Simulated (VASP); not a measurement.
Here is a VASP 6.6.1 calculation.

Contents of POSCAR:

```
AlN
1.0
    0.0000000000      2.2169941698      2.1848764855
    2.2169941698      0.0000000000      2.1848764855
    2.2169941698      2.2169941698      0.0000000000
Al N
1 1
Direct
    0.0000000000      0.0000000000      0.0000000000
    0.7500000000      0.7500000000      0.7500000000
```

The input INCAR.step1:

```
SYSTEM = AlN
  ALGO = Normal
  EDIFF = 1E-4
  ENCUT = 520
  GGA = PE
  ISMEAR = 0
  LASPH = .True.
  LCHARG = .False.
  LREAL = .False.
  LWAVE = .True.
  NBANDS = 11
  NELM = 80
  PREC = Accurate
  SIGMA = 0.01
```

File INCAR.step2:

```
SYSTEM = AlN
  ALGO = Normal
  EDIFF = 1E-6
  ENCUT = 520
  ISIF = 2
  ISMEAR = 0
  ISTART = 1
  LASPH = .True.
  LCHARG = .False.
  LMIXTAU = .True.
  LREAL = .False.
  LWAVE = .False.
  METAGGA = R2SCAN
  NBANDS = 11
  NELM = 80
  PREC = Accurate
  SIGMA = 0.01
```

The input KPOINTS:

```
k-points
0
Gamma
  10 10 10
  0 0 0
```

Potentials or basis: VASP PAW PBE potentials, release 64 (Al, N).

Run with:

```console
$ cat potpaw_PBE.64/Al/POTCAR potpaw_PBE.64/N/POTCAR > POTCAR
$ cp INCAR.step1 INCAR
$ mpirun -np 1 vasp_std > vasp.out
$ cp INCAR.step2 INCAR
$ mpirun -np 1 vasp_std > vasp.out
```

Task: What does it give for the pressure?

Result: -6.2 GPa.

Task: Predict the band gap on the k mesh.

Result: 3.83 eV, indirect (least direct gap 4.57 eV).

Stress tensor (GPa, compression positive):
```
-6.91  0.00  0.00
 0.00 -6.91  0.00
 0.00  0.00 -4.83
```

Caveat: the cell differs from its parent crystal (biaxial xy strain +1.5%); the PAW data sets were made with another functional, which shifts forces and pressure a little. A k mesh can miss the band edges.
